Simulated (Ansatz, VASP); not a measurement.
CsEu in VASP and in Ansatz

Contents of INCAR:

```
SYSTEM = CsEu
PREC = Accurate
ENCUT = 520
EDIFF = 1E-6
ISMEAR = -1
SIGMA = 0.1
LREAL = .False.
LASPH = .True.
NELM = 150
ALGO = Normal
ISIF = 2
LWAVE = .False.
LCHARG = .False.
ISPIN = 2
MAGMOM = 0 0 7 -7
LORBIT = 11
LMAXMIX = 6
GGA = CA
NBANDS = 38
```

KPOINTS

```
Automatic mesh
0
Gamma
  7 7 2
  0 0 0
```

The input POSCAR:

```
CsEu
1.0
    4.4644198847      0.0000000000      0.0000000000
    2.2322099423      3.8663010333      0.0000000000
    0.0000000000      0.0000000000     16.0172620000
Cs Eu
2 2
Direct
    0.0000000000      0.0000000000      0.2500000000
    0.0000000000      0.0000000000      0.7500000000
    0.3333333333      0.3333333333      0.0000000000
    0.3333333333      0.3333333333      0.5000000000
```

Input for Ansatz:

```yaml
crystal:
  lattice:
    - [4.4644198847, 0.0, 0.0]
    - [2.2322099423, 3.8663010333, 0.0]
    - [0.0, 0.0, 16.017262]
  atoms:
    - { symbol: Cs, position: [0.0, 0.0, 0.25] }
    - { symbol: Cs, position: [0.0, 0.0, 0.75] }
    - { symbol: Eu, position: [0.3333333333, 0.3333333333, 0.0], spin: 7.0 }
    - { symbol: Eu, position: [0.3333333333, 0.3333333333, 0.5], spin: -7.0 }
magnetization:
  spin_polarized: true
kpoints:
  mp_grid: { grid: [7, 7, 2] }
scf:
  occupations: { method: fermi_dirac, width: 0.1 }
  lower_state_search: "off"
hamiltonian:
  xc: lda
  pseudopotentials: { kind: paw }
output:
  forces: true
  stress: true
  eigenvalues: true
  write_density: true
  write_potential: true
  elf: true
  volumetric_format: npy
```

Alike in both runs: task single point; functional LDA; k mesh 7 × 7 × 2; occupations fermi-dirac, width 0.1 eV; collinear spin.

|  | VASP | Ansatz |
| --- | --- | --- |
| version | VASP 6.6.1 | Ansatz 0.2.0 |
| potentials or method | VASP PAW PBE potentials, release 64 (Cs_sv, Eu) | PAW with Ansatz's default frozen-core files, scalar-relativistic |
| plane-wave cutoff (eV) | 520 | 420 |
| valence electrons in the cell | 52 | 52 |

|  | VASP | Ansatz | Ansatz less VASP |
| --- | --- | --- | --- |
| pressure (GPa) | -1.2 | -1.1 | +0.10 |
| traceless stress, the component that is largest in VASP (GPa) | 0.09 | 0.07 | -0.016 |
| net moment per atom (μB) | 0.00 | 0.00 | 0.000 |
| size of the moment on the site where the two differ most (μB) | 6.77 | 7.20 | +0.433 |

VASP's potentials were made for PBE, not for LDA. LDA's correlation is that of Perdew and Zunger in VASP and of Perdew and Wang (1992) in Ansatz. Site moments also hang on the region over which each program counts them.

Spin-orbit coupling is off throughout.
